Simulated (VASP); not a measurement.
# Ag (Im-3m) in VASP: further runs

Ag is run at these levels: r2SCAN; tasks: single point.

All numbers are computed with VASP 6.6.1; they aren't measurements. Logs are shortened: lines on timing, memory, paths and dates and some standing lists are left out, and cuts for length are marked.

### Step 1. The cell of the first run

It takes space group Im-3m (No. 229, cubic). Conventional cell: a = 3.289 Å, b = 3.289 Å, c = 3.289 Å, α = 90.00°, β = 90.00°, γ = 90.00°. Within 3.8 Å of Ag (site symmetry m-3m) lie 14 Ag at 2.85 to 3.29 Å.

### Step 2. Single point, r2SCAN

The input, POSCAR:

```
Ag
1.0
   -1.6445418934      1.6445418934      1.6445418934
    1.6445418934     -1.6445418934      1.6445418934
    1.6445418934      1.6445418934     -1.6445418934
Ag
1
Direct
    0.0000000000      0.0000000000      0.0000000000
```

The input, INCAR.step1:

```
SYSTEM = Ag
  PREC = Accurate
  ENCUT = 520
  ISMEAR = -1
  SIGMA = 0.05
  LREAL = .FALSE.
  LASPH = .TRUE.
  NELM = 60
  NBANDS = 12
  GGA = PE
  ALGO = Normal
  EDIFF = 1E-4
  LWAVE = .TRUE.
  LCHARG = .FALSE.
```

The input, INCAR.step2:

```
SYSTEM = Ag
  PREC = Accurate
  ENCUT = 520
  EDIFF = 1E-6
  ISMEAR = -1
  SIGMA = 0.05
  LREAL = .FALSE.
  LASPH = .TRUE.
  NELM = 60
  ALGO = Normal
  ISIF = 2
  LWAVE = .FALSE.
  LCHARG = .TRUE.
  METAGGA = R2SCAN
  LMIXTAU = .TRUE.
  LELF = .TRUE.
  LVHAR = .TRUE.
  NBANDS = 12
  ISTART = 1
```

The input, KPOINTS:

```
regular mesh
0
G
  11 11 11
  0 0 0
```

Potentials or basis: VASP PAW PBE potentials, release 64 (Ag).

Started as:

```sh
$ cat potpaw_PBE.64/Ag/POTCAR > POTCAR
$ cp INCAR.step1 INCAR
$ mpirun -np 1 vasp_std > vasp.out
$ cp INCAR.step2 INCAR
$ mpirun -np 1 vasp_std > vasp.out
```

OUTCAR:

```text
SYSTEM = Ag
   PREC = Accurate
   ENCUT = 520
   EDIFF = 1E-6
   ISMEAR = -1
   LREAL = .FALSE.
   LASPH = .TRUE.
   NELM = 60
   ISIF = 2
   METAGGA = R2SCAN
   ISTART = 1

 ion  position               nearest neighbor table
   1  0.000  0.000  0.000-

  LATTYP: Found a body centered cubic cell.
 ALAT       =     3.2890837868

  Lattice vectors:

 A1 = (  -1.6445418934,   1.6445418934,   1.6445418934)
 A2 = (   1.6445418934,  -1.6445418934,   1.6445418934)
 A3 = (   1.6445418934,   1.6445418934,  -1.6445418934)

Analysis of symmetry for initial positions (statically):
=====================================================================
 Subroutine PRICEL returns:
 Original cell was already a primitive cell.

 Routine SETGRP: Setting up the symmetry group for a
 body centered cubic supercell.

 Subroutine GETGRP returns: Found 48 space group operations
[... 9 lines left out ...]

 Routine SETGRP: Setting up the symmetry group for a
 body centered cubic supercell.

 Subroutine GETGRP returns: Found 48 space group operations
[... 11 lines left out ...]
                                     Primitive cell

  volume of cell :      17.7908

  direct lattice vectors                    reciprocal lattice vectors
    -1.644541893  1.644541893  1.644541893     0.000000000  0.304036037  0.304036037
     1.644541893 -1.644541893  1.644541893     0.304036037  0.000000000  0.304036037
     1.644541893  1.644541893 -1.644541893     0.304036037  0.304036037  0.000000000

  length of vectors
     2.848430115  2.848430115  2.848430115     0.429971887  0.429971887  0.429971887

  position of ions in fractional coordinates (direct lattice)
     0.000000000  0.000000000  0.000000000

  ion indices of the primitive-cell ions
   primitive index   ion index
                 1           1

----------------------------------------------------------------------------------------

 KPOINTS: regular mesh

Automatic generation of k-mesh.
 Grid dimensions read from file:
 generate k-points for:   11   11   11

 Generating k-lattice:

  Cartesian coordinates                     Fractional coordinates (reciprocal lattice)
     0.000000000  0.027639640  0.027639640     0.090909091  0.000000000  0.000000000
     0.027639640  0.000000000  0.027639640     0.000000000  0.090909091  0.000000000
     0.027639640  0.027639640  0.000000000     0.000000000  0.000000000  0.090909091

  Length of vectors
     0.039088353  0.039088353  0.039088353

  Shift w.r.t. Gamma in fractional coordinates (k-lattice)
     0.000000000  0.000000000  0.000000000

 Subroutine IBZKPT returns following result:
 ===========================================

 Found     56 irreducible k-points:

 Following reciprocal coordinates:
            Coordinates               Weight
  0.000000  0.000000  0.000000      1.000000
  0.090909  0.000000  0.000000     12.000000
  0.181818  0.000000  0.000000     12.000000
  0.272727  0.000000  0.000000     12.000000
  0.363636  0.000000  0.000000     12.000000
  0.454545  0.000000  0.000000     12.000000
[... 16 lines left out ...]
  0.272727  0.181818  0.090909     48.000000
  0.363636  0.181818  0.090909     24.000000
 [... further k-points ...]
   k-points           NKPTS =     56   k-points in BZ     NKDIM =     56   number of bands    NBANDS=     12
   number of dos      NEDOS =    301   number of ions     NIONS =      1
   total plane-waves  NPLWV =  13824
   dimension x,y,z NGX =    24 NGY =   24 NGZ =   24
   dimension x,y,z NGXF=    48 NGYF=   48 NGZF=   48
   ions per type =               1
   NGX,Y,Z   is equivalent  to a cutoff of  14.01, 14.01, 14.01 a.u.
   NGXF,Y,Z  is equivalent  to a cutoff of  28.01, 28.01, 28.01 a.u.
 SYSTEM =  Ag
   PREC   = accura    normal or accurate (medium, high low for compatibility)
   ISTART =      1    job   : 0-new  1-cont  2-samecut
   ICHARG =      0    charge: 1-file 2-atom 10-const
   ISPIN  =      1    spin polarized calculation?
   LNONCOLLINEAR =      F non collinear calculations
   LSORBIT =      F    spin-orbit coupling
   LASPH  =      T    aspherical Exc in radial PAW
   ENCUT  =  520.0 eV  38.22 Ry    6.18 a.u.   5.30  5.30  5.30*2*pi/ulx,y,z
   NELM   =     60;   NELMIN=  2; NELMDL=  0     # of ELM steps
   EDIFF  = 0.1E-05   stopping-criterion for ELM
   LREAL  =      F    real-space projection
   EDIFFG = 0.1E-04   stopping-criterion for IOM
   NSW    =      0    number of steps for IOM
   IBRION =     -1    ionic relax: 0-MD 1-quasi-New 2-CG
   NFREE  =      0    steps in history (QN), initial steepest desc. (CG)
   ISIF   =      2    stress and relaxation
   ISYM   =      2    0-nonsym 1-usesym 2-fastsym
   POTIM  = 0.5000    time-step for ionic-motion
   TEBEG  =    0.0;   TEEND  =   0.0 temperature during run
   PSTRESS=    0.0 pullay stress
   NELECT =      11.0000    total number of electrons
   NUPDOWN=      -1.0000    fix difference up-down
   EMIN   =  10.00;   EMAX   =-10.00  energy-range for DOS
   EFERMI =   0.00;   METHOD = LEGACY
   ISMEAR =    -1;   SIGMA  =   0.05  broadening in eV -4-tet -1-fermi 0-gaus
   EFERMI_NEDOS =   21; number of points for ismear=-14 and -15
   IALGO  =     38    algorithm
   IMIX   =      4    mixing-type and parameters
     AMIX     =   0.40;   BMIX     =  1.00
     AMIX_MAG =   1.60;   BMIX_MAG =  1.00
  volume/ion in A,a.u.               =      17.79       120.06
  Fermi-wavevector in a.u.,A,eV,Ry     =   1.394679  2.635560 26.465077  1.945128
  Thomas-Fermi vector in A             =   2.518204
   LORBIT       =      0    0 simple, 1 ext, 2 COOP (PROOUT), +10 PAW based schemes
   METAGGA = R2SCAN    functional components
   LHFCALC =     F    Hartree Fock is set to
   AEXX    =    0.0000 exact exchange contribution
   IVDW    =     0    specifies the selected vdW correction
   LEPSILON=     F    determine dielectric tensor
   LRPA    =     F    only Hartree local field effects (RPA)
 non-spin polarized calculation
  energy-cutoff  :      520.00
  volume of cell :       17.79
 maximum number of plane-waves:       488
 NGX is ok and might be reduce to    24
   NGX = 11   NGY = 11   NGZ = 11

 number of electron      11.0000004 magnetization

 Free energy of the ion-electron system (eV)
  ---------------------------------------------------
  ext. energy  EPLUGINS =         0.00000000
  ---------------------------------------------------
  free energy    TOTEN  =       -21.33315921 eV

  energy without entropy =      -21.32986569  energy(sigma->0) =      -21.33151245

 E-fermi :   7.8527     XC(G=0): -12.6725

 val. band max:        7.8267585363   @ k =  -0.3636   0.4545   0.0909
 cond. band min:       8.0765576580   @ k =  -0.4545   0.4545   0.0909
 fundamental gap:      0.2497991217
 Fermi energy:         7.8526887261

 k-point     1 :       0.0000    0.0000    0.0000
  band No.  band energies     occupation
      1       0.2297      2.00000
      2       2.7593      2.00000
      3       2.7593      2.00000
      4       2.7593      2.00000
      5       4.0236      2.00000
      6       4.0236      2.00000
      7      26.4116      0.00000
      8      26.4116      0.00000
      9      26.4116      0.00000
     10      32.2212      0.00000
     11      32.2212      0.00000
     12      32.2212      0.00000

 k-point     2 :       0.0909    0.0000    0.0000
  band No.  band energies     occupation
      1       0.4990      2.00000
      2       2.6966      2.00000
      3       2.7722      2.00000
      4       2.9087      2.00000
      5       3.9587      2.00000
      6       4.0280      2.00000
      7      25.5711      0.00000
      8      26.2533      0.00000
      9      26.5654      0.00000
     10      30.1021      0.00000
     11      30.2055      0.00000
     12      30.6607      0.00000

 k-point     3 :       0.1818    0.0000    0.0000
  band No.  band energies     occupation
      1       1.1850      2.00000
      2       2.5321      2.00000
      3       2.8793      2.00000
      4       3.3281      2.00000
      5       3.8517      2.00000
      6       4.0436      2.00000
      7      22.7597      0.00000
      8      25.1815      0.00000
      9      26.9534      0.00000
     10      28.1050      0.00000
     11      28.8808      0.00000
     12      29.9926      0.00000

 k-point     4 :       0.2727    0.0000    0.0000
  band No.  band energies     occupation
      1       1.6336      2.00000
      2       2.3239      2.00000
      3       3.6631      2.00000
      4       3.8371      2.00000
      5       3.9255      2.00000
      6       4.0716      2.00000
      7      19.0638      0.00000
      8      23.6098      0.00000
      9      25.6784      0.00000
     10      27.4049      0.00000
     11      28.7051      0.00000
     12      31.4539      0.00000

 k-point     5 :       0.3636    0.0000    0.0000
  band No.  band energies     occupation
      1       1.5429      2.00000
      2       2.1395      2.00000
      3       3.9027      2.00000
      4       4.1055      2.00000
      5       4.5355      2.00000
      6       5.4406      2.00000
      7      15.4439      0.00000
      8      22.3574      0.00000
      9      23.7750      0.00000
     10      27.7638      0.00000
     11      28.8899      0.00000
     12      33.7400      0.00000
[... 228 lines left out ...]
      1       0.7625      2.00000
      2       2.7900      2.00000
      3       2.7900      2.00000
      4       2.9066      2.00000
      5       3.8051      2.00000
      6       4.1137      2.00000
      7      25.0755      0.00000
      8      26.4027      0.00000
      9      26.4027      0.00000
     10      27.6870      0.00000
     11      30.2123      0.00000
     12      30.2123      0.00000

 k-point    22 :       0.1818    0.1818    0.0909
  band No.  band energies     occupation
      1       2.0859      2.00000
      2       2.3170      2.00000
      3       2.9219      2.00000
      4       3.9711      2.00000
      5       4.1072      2.00000
      6       6.7222      2.00000
      7      17.7408      0.00000
      8      18.3472      0.00000
      9      20.4859      0.00000
     10      29.9197      0.00000
     11      33.8453      0.00000
     12      34.5829      0.00000

 k-point    23 :       0.2727    0.1818    0.0909
  band No.  band energies     occupation
      1       1.9767      2.00000
      2       2.2444      2.00000
      3       3.3113      2.00000
      4       4.0294      2.00000
      5       4.1622      2.00000
      6       8.7973      0.00000
      7      14.6122      0.00000
      8      17.2131      0.00000
      9      19.7295      0.00000
     10      30.6707      0.00000
     11      33.6611      0.00000
     12      34.9875      0.00000

 k-point    24 :       0.3636    0.1818    0.0909
  band No.  band energies     occupation
      1       1.9292      2.00000
      2       2.2065      2.00000
      3       3.4797      2.00000
      4       4.0666      2.00000
      5       4.1787      2.00000
      6      10.6971      0.00000
      7      12.2924      0.00000
      8      16.8716      0.00000
      9      19.4682      0.00000
     10      30.9017      0.00000
     11      33.5455      0.00000
     12      34.9960      0.00000

 [... further k-points ...]
[... 5 lines left out ...]
  --------------------------------------------------------------------------------------
  -------------------------------------------------------------------------------------
  Total       -0.2117730     -0.2117730     -0.2117730      0.0000000      0.0000000      0.0000000
  in kB      -19.0715665    -19.0715665    -19.0715665      0.0000000      0.0000000      0.0000000
  external PRESSURE =     -19.0715665 kB  Pullay stress =       0.0000000 kB

 VOLUME and BASIS-vectors are now :
 -----------------------------------------------------------------------------
  energy-cutoff  :      520.00
  volume of cell :       17.79
      direct lattice vectors                 reciprocal lattice vectors
    -1.644541893  1.644541893  1.644541893     0.000000000  0.304036037  0.304036037
     1.644541893 -1.644541893  1.644541893     0.304036037  0.000000000  0.304036037
     1.644541893  1.644541893 -1.644541893     0.304036037  0.304036037  0.000000000

 POSITION                                       TOTAL-FORCE (eV/Angst)
 -----------------------------------------------------------------------------------
      0.00000      0.00000      0.00000         0.000000      0.000000      0.000000
 -----------------------------------------------------------------------------------
    total drift:                               -0.000000      0.000000      0.000000

  FREE ENERGIE OF THE ION-ELECTRON SYSTEM (eV)
  ---------------------------------------------------
  free  energy   TOTEN  =       -21.3331592096 eV

  energy  without entropy=      -21.3298656878  energy(sigma->0) =      -21.33151245
```

Wall time 59 s (1 thread of Intel Xeon 8259CL, shared host); peak memory 0.15 GiB.

Results:

```yaml
Free_energy: -21.3332 eV
Pressure: -1.9 GPa
```

Caveat: the PAW data sets were made with another functional, which shifts forces and pressure a little.

### Step 3. Single point, r2SCAN

This run uses another cell than the first one, of 18.88 Å³/atom, 1.061 times its volume.

The input, POSCAR:

```
Ag
1.0
   -1.6774414196      1.6774414196      1.6774414196
    1.6774414196     -1.6774414196      1.6774414196
    1.6774414196      1.6774414196     -1.6774414196
Ag
1
Direct
    0.0000000000      0.0000000000      0.0000000000
```

The input, INCAR.step1:

```
PREC = Accurate ; ENCUT = 520
ISMEAR = -1 ; SIGMA = 0.05
LREAL = F ; LASPH = T
NELM = 60 ; NBANDS = 12
GGA = PE ; ALGO = Normal
EDIFF = 1E-4 ; LWAVE = T
LCHARG = F
```

The input, INCAR.step2:

```
PREC = Accurate ; ENCUT = 520
EDIFF = 1E-6 ; ISMEAR = -1
SIGMA = 0.05 ; LREAL = F
LASPH = T ; NELM = 60
ALGO = Normal ; ISIF = 2
LWAVE = F ; LCHARG = F
METAGGA = R2SCAN ; LMIXTAU = T
NBANDS = 12 ; ISTART = 1
```

The input, KPOINTS:

```
Automatic mesh
0
Gamma
  11 11 11
```

Potentials or basis: VASP PAW PBE potentials, release 64 (Ag).

Started as:

```sh
$ cat potpaw_PBE.64/Ag/POTCAR > POTCAR
$ cp INCAR.step1 INCAR
$ mpirun -np 1 vasp_std > vasp.out
$ cp INCAR.step2 INCAR
$ mpirun -np 1 vasp_std > vasp.out
```

Run time: 57 s. Hardware: 1 thread of Intel Xeon 8259CL, shared host; peak memory 0.15 GiB.

It converged, with:

```yaml
Free_energy: -21.3040 eV
Pressure: -6.5 GPa
```

Levels at points of the mesh, in eV from the Fermi level:
```csv
k point,band 2,band 3,band 4,band 5,band 6,band 7,band 8,band 9,band 10,band 11
"(0.00, 0.00, 0.00)",-4.89,-4.89,-4.89,-3.75,-3.75,18.30,18.30,18.30,23.20,23.20
```

Caveat: the PAW data sets were made with another functional, which shifts forces and pressure a little.

### Step 4. Single point, r2SCAN

This run uses another cell than the first one, of 19.24 Å³/atom, 1.082 times its volume.

The input, POSCAR:

```
Ag
1.0
   -1.6881260479      1.6881260479      1.6881260479
    1.6881260479     -1.6881260479      1.6881260479
    1.6881260479      1.6881260479     -1.6881260479
Ag
1
Direct
    0.0000000000      0.0000000000      0.0000000000
```

The input, INCAR.step1:

```
SYSTEM = Ag
PREC = Accurate
ENCUT = 520
ISMEAR = -1
SIGMA = 0.05
LREAL = .False.
LASPH = .True.
NELM = 100
NBANDS = 12
GGA = PE
ALGO = Normal
EDIFF = 1E-4
LWAVE = .True.
LCHARG = .False.
```

The input, INCAR.step2:

```
SYSTEM = Ag
PREC = Accurate
ENCUT = 520
EDIFF = 1E-6
ISMEAR = -1
SIGMA = 0.05
LREAL = .False.
LASPH = .True.
NELM = 100
ALGO = Normal
ISIF = 2
LWAVE = .False.
LCHARG = .False.
METAGGA = R2SCAN
LMIXTAU = .True.
NBANDS = 12
ISTART = 1
```

The input, KPOINTS:

```
regular mesh
0
Gamma
  11 11 11
  0 0 0
```

Started as:

```sh
$ cat potpaw_PBE.64/Ag/POTCAR > POTCAR
$ cp INCAR.step1 INCAR
$ mpirun -np 1 vasp_std > vasp.out
$ cp INCAR.step2 INCAR
$ mpirun -np 1 vasp_std > vasp.out
```

Wall time 56 s (1 thread of Intel Xeon 8259CL, shared host); peak memory 0.15 GiB.

Results (log left out):

| Quantity | Value |
| --- | --- |
| Free energy | -21.2881 eV |
| Pressure | -7.6 GPa |

Levels at points of the mesh, in eV from the Fermi level:
| k point | band 4 | band 5 | band 6 | band 7 | band 8 | band 9 |
| --- | --- | --- | --- | --- | --- | --- |
| (0.00, 0.00, 0.00) | -4.83 | -3.72 | -3.72 | 18.21 | 18.21 | 18.21 |

Caveat: the PAW data sets were made with another functional, which shifts forces and pressure a little.

### Step 5. Overview

| cell | gap on the mesh (eV) | pressure (GPa) |
| --- | --- | --- |
| a = 2.848 Å, angles 109.5°, 1 atom | none | -1.9 |
| a = 2.905 Å, angles 109.5°, 1 atom | none | -6.5 |
| a = 2.924 Å, angles 109.5°, 1 atom | none | -7.6 |

Alike in all rows: task single point; level r2SCAN; potentials or basis VASP PAW PBE potentials, release 64 (Ag); no spin polarisation; k mesh 11 × 11 × 11; cutoff (eV) 520; smearing fermi-dirac 0.05 eV.

Caveats: the PAW data sets were made with another functional, which shifts forces and pressure a little.

Total energies depend on the potentials used, so only differences within one code and one set of settings carry meaning.
